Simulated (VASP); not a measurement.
# WC (P-6m2) in VASP: notebook

WC is run at these levels: LDA; tasks: single point.

Program: VASP 6.6.1. These are calculated values, not measurements. Logs are shortened: lines on timing, memory, paths and dates and some standing lists are left out, and cuts for length are marked.

## 1. The cell of the first run

It takes space group P-6m2 (No. 187, hexagonal). The conventional cell has a = 2.885 Å, b = 2.885 Å, c = 2.812 Å, α = 90.00°, β = 90.00°, γ = 120.00°. Within 2.9 Å of W (site symmetry -6m2) lie 6 C at 2.18 Å and 8 W at 2.81 to 2.88 Å. Within 2.9 Å of C (site symmetry -6m2) lie 6 W at 2.18 Å and 8 C at 2.81 to 2.88 Å.

## 2. Single point, LDA

INCAR reads:

```
ALGO = Normal ; EDIFF = 1E-6
ENCUT = 1300 ; GGA = CA
GGA_COMPAT = False ; ISIF = 2
ISMEAR = -1 ; LASPH = True
LCHARG = True ; LELF = True
LREAL = False ; LVHAR = True
LWAVE = False ; NBANDS = 16
NELM = 120 ; PREC = Accurate
SIGMA = 0.15
```

KPOINTS reads:

```
k-points
0
Gamma
  15 15 12
```

POSCAR reads:

```
WC
1.0
    2.8849619332      0.0000000000      0.0000000000
   -1.4424809666      2.4984503231      0.0000000000
    0.0000000000      0.0000000000      2.8115739432
W C
1 1
Direct
    0.0000000000      0.0000000000      0.0000000000
    0.6666666667      0.3333333333      0.5000000000
```

Potentials or basis: VASP PAW LDA potentials, release 64 (W_sv, C_h).

Command:

```sh
$ cat potpaw_LDA.64/W_sv/POTCAR potpaw_LDA.64/C_h/POTCAR > POTCAR
$ mpirun -np 1 vasp_std > vasp.out
```

OUTCAR:

```text
EDIFF = 1E-6
   ENCUT = 1300
   GGA = CA
   ISIF = 2
   ISMEAR = -1
   LASPH = True
   LREAL = False
   NELM = 120
   PREC = Accurate

 ion  position               nearest neighbor table
   1  0.000  0.000  0.000-   2 2.18   2 2.18   2 2.18   2 2.18   2 2.18   2 2.18
   2  0.667  0.333  0.500-   1 2.18   1 2.18   1 2.18   1 2.18   1 2.18   1 2.18

  LATTYP: Found a hexagonal cell.
 ALAT       =     2.8849619332
 C/A-ratio  =     0.9745618862

  Lattice vectors:

 A1 = (   2.8849619332,   0.0000000000,   0.0000000000)
 A2 = (  -1.4424809666,   2.4984503231,   0.0000000000)
 A3 = (   0.0000000000,   0.0000000000,   2.8115739432)

Analysis of symmetry for initial positions (statically):
=====================================================================
 Subroutine PRICEL returns:
 Original cell was already a primitive cell.

 Routine SETGRP: Setting up the symmetry group for a
 hexagonal supercell.

 Subroutine GETGRP returns: Found 12 space group operations
 (whereof 12 operations were pure point group operations)
 out of a pool of 24 trial point group operations.

The static configuration has the point symmetry D_3h.

Analysis of symmetry for dynamics (positions and initial velocities):
=====================================================================
 Subroutine PRICEL returns:
 Original cell was already a primitive cell.

 Routine SETGRP: Setting up the symmetry group for a
 hexagonal supercell.

 Subroutine GETGRP returns: Found 12 space group operations
 (whereof 12 operations were pure point group operations)
 out of a pool of 24 trial point group operations.

The dynamic configuration has the point symmetry D_3h.

 Subroutine INISYM returns: Found 12 space group operations
 (whereof 12 operations are pure point group operations),
 and found     1 'primitive' translations

----------------------------------------------------------------------------------------

                                     Primitive cell

  volume of cell :      20.2656

  direct lattice vectors                    reciprocal lattice vectors
     2.884961933  0.000000000  0.000000000     0.346625024  0.200124051  0.000000000
    -1.442480967  2.498450323  0.000000000     0.000000000  0.400248102  0.000000000
     0.000000000  0.000000000  2.811573943     0.000000000  0.000000000  0.355672666

  length of vectors
     2.884961933  2.884961933  2.811573943     0.400248102  0.400248102  0.355672666

  position of ions in fractional coordinates (direct lattice)
     0.000000000  0.000000000  0.000000000
     0.666666667  0.333333333  0.500000000

  ion indices of the primitive-cell ions
   primitive index   ion index
                 1           1
                 2           2

----------------------------------------------------------------------------------------

 KPOINTS: k-points

Automatic generation of k-mesh.
 Grid dimensions read from file:
 generate k-points for:   15   15   12

 Generating k-lattice:

  Cartesian coordinates                     Fractional coordinates (reciprocal lattice)
     0.023108335  0.013341603  0.000000000     0.066666667  0.000000000  0.000000000
     0.000000000  0.026683207  0.000000000     0.000000000  0.066666667  0.000000000
     0.000000000  0.000000000  0.029639389     0.000000000  0.000000000  0.083333333

  Length of vectors
     0.026683207  0.026683207  0.029639389

  Shift w.r.t. Gamma in fractional coordinates (k-lattice)
     0.000000000  0.000000000  0.000000000

 Subroutine IBZKPT returns following result:
 ===========================================

 Found    189 irreducible k-points:

 Following reciprocal coordinates:
            Coordinates               Weight
  0.000000  0.000000  0.000000      1.000000
  0.066667  0.000000  0.000000      6.000000
  0.133333  0.000000  0.000000      6.000000
  0.200000  0.000000  0.000000      6.000000
  0.266667  0.000000  0.000000      6.000000
  0.333333  0.000000  0.000000      6.000000
[... 16 lines left out ...]
  0.333333  0.200000  0.000000     12.000000
  0.400000  0.200000  0.000000      6.000000
 [... further k-points ...]
   k-points           NKPTS =    189   k-points in BZ     NKDIM =    189   number of bands    NBANDS=     16
   number of dos      NEDOS =    301   number of ions     NIONS =      2
   total plane-waves  NPLWV =  46656
   dimension x,y,z NGX =    36 NGY =   36 NGZ =   36
   dimension x,y,z NGXF=    72 NGYF=   72 NGZF=   72
   ions per type =               1   1
   NGX,Y,Z   is equivalent  to a cutoff of  20.75, 20.75, 21.29 a.u.
   NGXF,Y,Z  is equivalent  to a cutoff of  41.49, 41.49, 42.57 a.u.
 SYSTEM =  unknown system
   PREC   = accura    normal or accurate (medium, high low for compatibility)
   ISTART =      0    job   : 0-new  1-cont  2-samecut
   ICHARG =      2    charge: 1-file 2-atom 10-const
   ISPIN  =      1    spin polarized calculation?
   LNONCOLLINEAR =      F non collinear calculations
   LSORBIT =      F    spin-orbit coupling
   LASPH  =      T    aspherical Exc in radial PAW
   ENCUT  = 1300.0 eV  95.55 Ry    9.77 a.u.   8.48  8.48  8.27*2*pi/ulx,y,z
   NELM   =    120;   NELMIN=  2; NELMDL= -5     # of ELM steps
   EDIFF  = 0.1E-05   stopping-criterion for ELM
   LREAL  =      F    real-space projection
   EDIFFG = 0.1E-04   stopping-criterion for IOM
   NSW    =      0    number of steps for IOM
   IBRION =     -1    ionic relax: 0-MD 1-quasi-New 2-CG
   NFREE  =      0    steps in history (QN), initial steepest desc. (CG)
   ISIF   =      2    stress and relaxation
   ISYM   =      2    0-nonsym 1-usesym 2-fastsym
   POTIM  = 0.5000    time-step for ionic-motion
   TEBEG  =    0.0;   TEEND  =   0.0 temperature during run
   PSTRESS=    0.0 pullay stress
   NELECT =      18.0000    total number of electrons
   NUPDOWN=      -1.0000    fix difference up-down
   EMIN   =  10.00;   EMAX   =-10.00  energy-range for DOS
   EFERMI =   0.00;   METHOD = LEGACY
   ISMEAR =    -1;   SIGMA  =   0.15  broadening in eV -4-tet -1-fermi 0-gaus
   EFERMI_NEDOS =   21; number of points for ismear=-14 and -15
   IALGO  =     38    algorithm
   IMIX   =      4    mixing-type and parameters
     AMIX     =   0.40;   BMIX     =  1.00
     AMIX_MAG =   1.60;   BMIX_MAG =  1.00
  volume/ion in A,a.u.               =      10.13        68.38
  Fermi-wavevector in a.u.,A,eV,Ry     =   1.573665  2.973795 33.693751  2.476421
  Thomas-Fermi vector in A             =   2.674915
   LORBIT       =      0    0 simple, 1 ext, 2 COOP (PROOUT), +10 PAW based schemes
   GGA     = CA    functional components
   LHFCALC =     F    Hartree Fock is set to
   AEXX    =    0.0000 exact exchange contribution
   IVDW    =     0    specifies the selected vdW correction
   LEPSILON=     F    determine dielectric tensor
   LRPA    =     F    only Hartree local field effects (RPA)
 non-spin polarized calculation
  energy-cutoff  :     1300.00
  volume of cell :       20.27
 maximum number of plane-waves:      2212
 NGX is ok and might be reduce to    36
   NGX = 17   NGY = 17   NGZ = 17

 number of electron      18.0000000 magnetization

 Free energy of the ion-electron system (eV)
  ---------------------------------------------------
  ext. energy  EPLUGINS =         0.00000000
  ---------------------------------------------------
  free energy    TOTEN  =       -24.71868352 eV

  energy without entropy =      -24.69559901  energy(sigma->0) =      -24.70714127

 E-fermi :  11.6914     XC(G=0): -14.1507

 val. band max:       11.6700435981   @ k =   0.4000   0.2000   0.0000
 cond. band min:      11.7504841485   @ k =   0.1333   0.0000   0.3333
 fundamental gap:      0.0804405504
 Fermi energy:        11.6913724293

 k-point     1 :       0.0000    0.0000    0.0000
  band No.  band energies     occupation
      1     -61.8339      2.00000
      2     -26.0763      2.00000
      3     -25.9647      2.00000
      4     -25.9647      2.00000
      5      -2.8081      2.00000
      6       7.1956      2.00000
[... 8 lines left out ...]
     15      26.3034      0.00000
     16      28.6325      0.00000

 k-point     2 :       0.0667    0.0000    0.0000
  band No.  band energies     occupation
      1     -61.8311      2.00000
      2     -26.0710      2.00000
      3     -26.0060      2.00000
      4     -25.9740      2.00000
      5      -2.6862      2.00000
      6       7.2357      2.00000
[... 8 lines left out ...]
     15      26.0149      0.00000
     16      28.8837      0.00000

 k-point     3 :       0.1333    0.0000    0.0000
  band No.  band energies     occupation
      1     -61.8229      2.00000
      2     -26.1214      2.00000
      3     -26.0559      2.00000
      4     -26.0002      2.00000
      5      -2.3348      2.00000
      6       7.1009      2.00000
[... 8 lines left out ...]
     15      25.6261      0.00000
     16      29.5959      0.00000

 k-point     4 :       0.2000    0.0000    0.0000
  band No.  band energies     occupation
      1     -61.8108      2.00000
      2     -26.2880      2.00000
      3     -26.0385      2.00000
      4     -26.0337      2.00000
      5      -1.7950      2.00000
      6       6.5250      2.00000
[... 8 lines left out ...]
     15      25.5610      0.00000
     16      30.3345      0.00000

 k-point     5 :       0.2667    0.0000    0.0000
  band No.  band energies     occupation
      1     -61.7970      2.00000
      2     -26.4745      2.00000
      3     -26.0821      2.00000
      4     -26.0080      2.00000
      5      -1.1308      2.00000
      6       5.8661      2.00000
[... 8 lines left out ...]
     15      26.0618      0.00000
     16      30.1154      0.00000

 k-point     6 :       0.3333    0.0000    0.0000
  band No.  band energies     occupation
      1     -61.7837      2.00000
      2     -26.6484      2.00000
      3     -26.1234      2.00000
      4     -25.9833      2.00000
      5      -0.4290      2.00000
      6       5.2872      2.00000
[... 8 lines left out ...]
     15      26.8479      0.00000
     16      28.6662      0.00000

 k-point     7 :       0.4000    0.0000    0.0000
  band No.  band energies     occupation
      1     -61.7733      2.00000
      2     -26.7815      2.00000
      3     -26.1555      2.00000
      4     -25.9640      2.00000
      5       0.1915      2.00000
      6       4.8538      2.00000
[... 8 lines left out ...]
     15      25.9534      0.00000
     16      29.0656      0.00000

 k-point     8 :       0.4667    0.0000    0.0000
  band No.  band energies     occupation
      1     -61.7676      2.00000
      2     -26.8533      2.00000
      3     -26.1730      2.00000
      4     -25.9534      2.00000
      5       0.5734      2.00000
      6       4.6144      2.00000
[... 8 lines left out ...]
     15      24.9237      0.00000
     16      29.8972      0.00000

 k-point     9 :       0.0667    0.0667    0.0000
  band No.  band energies     occupation
      1     -61.8255      2.00000
      2     -26.0830      2.00000
      3     -26.0608      2.00000
      4     -25.9931      2.00000
      5      -2.4494      2.00000
      6       7.1936      2.00000
[... 8 lines left out ...]
     15      25.7163      0.00000
     16      29.3197      0.00000
[... 172 lines left out ...]
 k-point    19 :       0.3333    0.1333    0.0000
  band No.  band energies     occupation
      1     -61.7701      2.00000
      2     -26.7505      2.00000
      3     -26.2439      2.00000
      4     -25.9581      2.00000
      5       0.4564      2.00000
      6       4.8968      2.00000
[... 8 lines left out ...]
     15      26.6126      0.00000
     16      28.8260      0.00000

 k-point    20 :       0.4000    0.1333    0.0000
  band No.  band energies     occupation
      1     -61.7649      2.00000
      2     -26.8079      2.00000
      3     -26.2690      2.00000
      4     -25.9483      2.00000
      5       0.8363      2.00000
      6       4.7050      2.00000
[... 8 lines left out ...]
     15      25.7607      0.00000
     16      29.5184      0.00000

 k-point    21 :       0.2000    0.2000    0.0000
  band No.  band energies     occupation
      1     -61.7805      2.00000
      2     -26.6098      2.00000
      3     -26.2197      2.00000
      4     -25.9774      2.00000
      5      -0.1992      2.00000
      6       5.3353      2.00000
[... 8 lines left out ...]
     15      27.0144      0.00000
     16      28.7772      0.00000

 k-point    22 :       0.2667    0.2000    0.0000
  band No.  band energies     occupation
      1     -61.7707      2.00000
      2     -26.6913      2.00000
      3     -26.2976      2.00000
      4     -25.9592      2.00000
      5       0.4448      2.00000
      6       5.0346      2.00000
[... 8 lines left out ...]
     15      27.4223      0.00000
     16      28.4529      0.00000

 k-point    23 :       0.3333    0.2000    0.0000
  band No.  band energies     occupation
      1     -61.7640      2.00000
      2     -26.7422      2.00000
      3     -26.3541      2.00000
      4     -25.9468      2.00000
      5       0.9466      2.00000
      6       4.8534      2.00000
[... 8 lines left out ...]
     15      26.8510      0.00000
     16      29.0429      0.00000

 k-point    24 :       0.4000    0.2000    0.0000
  band No.  band energies     occupation
      1     -61.7617      2.00000
      2     -26.7594      2.00000
      3     -26.3748      2.00000
      4     -25.9424      2.00000
      5       1.1415      2.00000
      6       4.7956      2.00000
[... 8 lines left out ...]
     15      26.4108      0.00000
     16      29.2333      0.00000

 [... further k-points ...]

------------------------ aborting loop because EDIFF is reached ----------------------------------------

  FORCE on cell =-STRESS in cart. coord.  units (eV):
  Direction    XX          YY          ZZ          XY          YZ          ZX
  --------------------------------------------------------------------------------------
  -------------------------------------------------------------------------------------
  Total        0.3006986      0.3006986      0.3558247      0.0000000      0.0000000      0.0000000
  in kB       23.7728699     23.7728699     28.1310740      0.0000000      0.0000000      0.0000000
  external PRESSURE =      25.2256046 kB  Pullay stress =       0.0000000 kB

 VOLUME and BASIS-vectors are now :
 -----------------------------------------------------------------------------
  energy-cutoff  :     1300.00
  volume of cell :       20.27
      direct lattice vectors                 reciprocal lattice vectors
     2.884961933  0.000000000  0.000000000     0.346625024  0.200124051  0.000000000
    -1.442480967  2.498450323  0.000000000     0.000000000  0.400248102  0.000000000
     0.000000000  0.000000000  2.811573943     0.000000000  0.000000000  0.355672666

 POSITION                                       TOTAL-FORCE (eV/Angst)
 -----------------------------------------------------------------------------------
      0.00000      0.00000      0.00000        -0.000000      0.000000      0.000000
      1.44248      0.83282      1.40579         0.000000     -0.000000      0.000000
 -----------------------------------------------------------------------------------
    total drift:                               -0.000000      0.000000      0.000000

  FREE ENERGIE OF THE ION-ELECTRON SYSTEM (eV)
  ---------------------------------------------------
  free  energy   TOTEN  =       -24.7186835228 eV

  energy  without entropy=      -24.6955990084  energy(sigma->0) =      -24.70714127
```

Wall time 2.5 min (1 thread of Intel Xeon Platinum 8259CL at 2.50GHz (Skylake/Cascade Lake), shared host); peak memory 0.36 GiB.

Results:

* Free energy: -24.7187 eV
* Pressure: 2.5 GPa
* Band gap on the k mesh: zero (bands 9 and 10 overlap by 1.25 eV)

Caveat: spin-orbit coupling is left out, which moves the levels of the heavy elements.

## 3. Single point, LDA

INCAR reads:

```
SYSTEM = WC
PREC = Accurate
ENCUT = 1300
EDIFF = 1E-6
ISMEAR = 0
SIGMA = 0.1
LREAL = .False.
LASPH = .True.
NELM = 120
ALGO = Normal
ISIF = 2
LWAVE = .False.
LCHARG = .False.
GGA = CA
NBANDS = 16
GGA_COMPAT = .False.
```

KPOINTS reads:

```
regular mesh
0
Gamma
  15 15 12
  0 0 0
```

POSCAR reads:

```
WC
1.0
    2.8842797635      0.0000000000      0.0000000000
   -1.4421398818      2.4978595469      0.0000000000
    0.0000000000      0.0000000000      2.8121000680
W C
1 1
Direct
    0.0000000000      0.0000000000      0.0000000000
    0.6666666667      0.3333333333      0.5000000000
```

Potentials or basis: VASP PAW LDA potentials, release 64 (W_sv, C_h).

Command:

```sh
$ cat potpaw_LDA.64/W_sv/POTCAR potpaw_LDA.64/C_h/POTCAR > POTCAR
$ mpirun -np 1 vasp_std > vasp.out
```

OUTCAR:

```text
SYSTEM = WC
   PREC = Accurate
   ENCUT = 1300
   EDIFF = 1E-6
   ISMEAR = 0
   LREAL = .False.
   LASPH = .True.
   NELM = 120
   ISIF = 2
   GGA = CA

 ion  position               nearest neighbor table
   1  0.000  0.000  0.000-   2 2.18   2 2.18   2 2.18   2 2.18   2 2.18   2 2.18
   2  0.667  0.333  0.500-   1 2.18   1 2.18   1 2.18   1 2.18   1 2.18   1 2.18

  LATTYP: Found a hexagonal cell.
 ALAT       =     2.8842797635
 C/A-ratio  =     0.9749747939

  Lattice vectors:

[... 645 lines left out ...]

  FORCE on cell =-STRESS in cart. coord.  units (eV):
  Direction    XX          YY          ZZ          XY          YZ          ZX
  --------------------------------------------------------------------------------------
  -------------------------------------------------------------------------------------
  Total        0.2979660      0.2979660      0.3542828     -0.0000000      0.0000000     -0.0000000
  in kB       23.5635726     23.5635726     28.0171847     -0.0000000      0.0000000     -0.0000000
  external PRESSURE =      25.0481100 kB  Pullay stress =       0.0000000 kB

 VOLUME and BASIS-vectors are now :
 -----------------------------------------------------------------------------
  energy-cutoff  :     1300.00
  volume of cell :       20.26
      direct lattice vectors                 reciprocal lattice vectors
     2.884279763  0.000000000  0.000000000     0.346707006  0.200171383  0.000000000
    -1.442139882  2.497859547  0.000000000     0.000000000  0.400342766  0.000000000
     0.000000000  0.000000000  2.812100068     0.000000000  0.000000000  0.355606122

 POSITION                                       TOTAL-FORCE (eV/Angst)
 -----------------------------------------------------------------------------------
      0.00000      0.00000      0.00000         0.000000      0.000000      0.000000
      1.44214      0.83262      1.40605        -0.000000      0.000000      0.000000
 -----------------------------------------------------------------------------------
    total drift:                               -0.000000      0.000000      0.000000

  FREE ENERGIE OF THE ION-ELECTRON SYSTEM (eV)
  ---------------------------------------------------
  free  energy   TOTEN  =       -24.7086178781 eV

  energy  without entropy=      -24.7074364064  energy(sigma->0) =      -24.70802714
```

OSZICAR:

```text
N       E                     dE             d eps       ncg     rms          rms(c)
DAV:   1     0.171725254925E+03    0.17173E+03   -0.16141E+04  6048   0.243E+03
DAV:   2    -0.212156780873E+02   -0.19294E+03   -0.18604E+03  7304   0.509E+02
DAV:   3    -0.277304677753E+02   -0.65148E+01   -0.64524E+01  6688   0.770E+01
DAV:   4    -0.277819683822E+02   -0.51501E-01   -0.51492E-01  7880   0.759E+00
DAV:   5    -0.277822883240E+02   -0.31994E-03   -0.31994E-03  6840   0.614E-01    0.342E+01
DAV:   6    -0.248167948609E+02    0.29655E+01   -0.55899E+00  8536   0.256E+01    0.923E+00
DAV:   7    -0.247437660568E+02    0.73029E-01   -0.44059E-01  6344   0.558E+00    0.660E+00
DAV:   8    -0.247098022229E+02    0.33964E-01   -0.71360E-02  7016   0.224E+00    0.103E+00
DAV:   9    -0.247087604730E+02    0.10417E-02   -0.28111E-03  6624   0.433E-01    0.951E-02
DAV:  10    -0.247086170735E+02    0.14340E-03   -0.31367E-04  7632   0.212E-01    0.298E-02
DAV:  11    -0.247086184873E+02   -0.14137E-05   -0.10588E-05  6768   0.315E-02    0.727E-03
DAV:  12    -0.247086178781E+02    0.60915E-06   -0.20867E-06  5880   0.128E-02
   1 F= -.24708618E+02 E0= -.24708027E+02  d E =-.118147E-02
```

Wall time 2.1 min (1 thread of Intel Xeon Platinum 8375C at 2.90GHz (Ice Lake), shared host); peak memory 0.36 GiB.

Results:

| Item | Value |
| --- | --- |
| Free energy | -24.7086 eV |
| Pressure | 2.5 GPa |
| Band gap on the k mesh | zero (bands 9 and 10 overlap by 1.25 eV) |

Caveat: spin-orbit coupling is left out, which moves the levels of the heavy elements.

The gap in the log of VASP goes by the Fermi energy; the results here count the filled bands.